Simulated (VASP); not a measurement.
A run of VASP 6.6.1:

The input INCAR:

```
SYSTEM = InCu
PREC = Accurate
ENCUT = 520
EDIFF = 1E-6
ISMEAR = -1
SIGMA = 0.05
LREAL = .FALSE.
LASPH = .TRUE.
NELM = 100
ALGO = Normal
ISIF = 2
LWAVE = .FALSE.
LCHARG = .FALSE.
GGA = PS
IVDW = 13
NBANDS = 32
```

The input KPOINTS:

```
Automatic mesh
0
G
  6 6 4
  0 0 0
```

POSCAR

```
InCu
1.0
    4.1766380100      0.0000000000      0.0000000000
   -2.0883190000      3.6170746200      0.0000000000
    0.0000000000      0.0000000000      4.9356549200
In Cu
2 2
Direct
    0.3333333333      0.6666666667      0.2500000000
    0.6666666667      0.3333333333      0.7500000000
    0.0000000000      0.0000000000      0.5000000000
    0.0000000000      0.0000000000      0.0000000000
```

Potentials or basis: VASP PAW PBE potentials, release 64 (In_d, Cu).

Run with:

```sh
$ cat potpaw_PBE.64/In_d/POTCAR potpaw_PBE.64/Cu/POTCAR > POTCAR
$ mpirun -np 1 vasp_std > vasp.out
```

Hardware: 1 thread of AMD EPYC 7R13, on a shared host.

Estimate the wall time of this run.

Wall time 2.3 min on 1 thread of AMD EPYC 7R13, with other jobs on the host, peak memory 0.18 GiB. Counts: scf iterations 18, k points 21.
